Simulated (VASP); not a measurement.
Write the native input for VASP 6.6.1 that does the following.

```
Task                   : single point
Functional             : PBE
Potentials or basis    : VASP PAW PBE potentials, release 64 (Sc_sv, W_sv, S)
Cutoff                 : 520 eV
k mesh                 : 4 × 4 × 4
Occupations            : gaussian, width 0.1 eV
Spin                   : no spin polarisation
Dipole correction      : no
Further INCAR settings : ALGO = Normal; EDIFF = 1e-06; NBANDS = 46
```

The structure of Sc2WS6 lies in POSCAR:

```
Sc2WS6
1.0
    0.0000000000      4.5996743400      4.5996743400
    4.5996743400      0.0000000000      4.5996743400
    4.5996743400      4.5996743400      0.0000000000
Sc W S
2 1 6
Direct
    0.2500000000      0.2500000000      0.2500000000
    0.7500000000      0.7500000000      0.7500000000
    0.0000000000      0.0000000000      0.0000000000
    0.7577310700      0.2422689300      0.2422689300
    0.2422689300      0.7577310700      0.2422689300
    0.2422689300      0.2422689300      0.7577310700
    0.2422689300      0.7577310700      0.7577310700
    0.7577310700      0.2422689300      0.7577310700
    0.7577310700      0.7577310700      0.2422689300
```

The input as run:

INCAR

```
SYSTEM = Sc2WS6
  ALGO = Normal
  EDIFF = 1E-6
  ENCUT = 520
  GGA = PE
  ISIF = 2
  ISMEAR = 0
  LASPH = .True.
  LCHARG = .False.
  LREAL = .False.
  LWAVE = .False.
  NBANDS = 46
  NELM = 60
  PREC = Accurate
  SIGMA = 0.1
```

KPOINTS

```
k-points
0
Gamma
  4 4 4
  0 0 0
```

Potentials or basis: VASP PAW PBE potentials, release 64 (Sc_sv, W_sv, S).

Run with:

```console
$ cat potpaw_PBE.64/Sc_sv/POTCAR potpaw_PBE.64/W_sv/POTCAR potpaw_PBE.64/S/POTCAR > POTCAR
$ mpirun -np 1 vasp_std > vasp.out
```

It gave:

```yaml
Pressure: 4.7 GPa
Largest_force: 3.496 eV/Å
Band_gap_on_the_k_mesh: zero (bands 36 and 37 overlap by 0.20 eV)
```

Caveat: the cell stands under pressure; spin-orbit coupling is left out, which moves the levels of the heavy elements; forces of over 1 eV/Å act on the atoms, so gaps and moduli don't describe the material at rest.

It took 3.7 min on 1 thread of AMD EPYC 7R43 64-Core Processor (Zen 3), on a shared host, peak memory 0.31 GiB.
